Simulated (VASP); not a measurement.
Input of a VASP 6.6.1 run:

The input INCAR:

```
ALGO = Normal
EDIFF = 1E-6
ENCUT = 520
GGA = PE
ISIF = 2
ISMEAR = 0
LASPH = True
LCHARG = False
LREAL = False
LWAVE = False
NBANDS = 35
NELM = 100
PREC = Accurate
SIGMA = 0.1
```

Contents of KPOINTS:

```
k-points
0
Gamma
  10 10 4
```

The input POSCAR:

```
Si2As2O
1.0
    4.3151654322      0.0000000000      0.0000000000
    0.0000000000      4.3151654322      0.0000000000
    0.0000000000      0.0000000000     10.3751785089
Si As O
4 4 2
Direct
    0.0000000000      0.0000000000      0.0000000000
    0.5000000000      0.5000000000      0.0000000000
    0.0000000000      0.5000000000      0.6114578188
    0.5000000000      0.0000000000      0.3885421812
    0.0000000000      0.0000000000      0.5000000000
    0.5000000000      0.5000000000      0.5000000000
    0.0000000000      0.5000000000      0.8497495478
    0.5000000000      0.0000000000      0.1502504522
    0.0000000000      0.5000000000      0.0762139363
    0.5000000000      0.0000000000      0.9237860637
```

Potentials or basis: VASP PAW PBE potentials, release 64 (Si, As, O).

Run with:

```bash
$ cat potpaw_PBE.64/Si/POTCAR potpaw_PBE.64/As/POTCAR potpaw_PBE.64/O/POTCAR > POTCAR
$ mpirun -np 1 vasp_std > vasp.out
```

Problem. Estimate the pressure.

Solution. 0.2 GPa.

Problem. Predict the band gap on the k mesh.

Solution. Zero (bands 24 and 25 overlap by 1.62 eV).

Forces in eV/Å, atoms in the order of the input:
```
Si   0.000  0.000  0.000
Si   0.000  0.000  0.000
Si   0.000  0.000  0.007
Si   0.000  0.000 -0.007
As   0.000  0.000  0.000
As   0.000  0.000  0.000
As   0.000  0.000  0.005
As   0.000  0.000 -0.005
O    0.000  0.000  0.007
O    0.000  0.000 -0.007
```
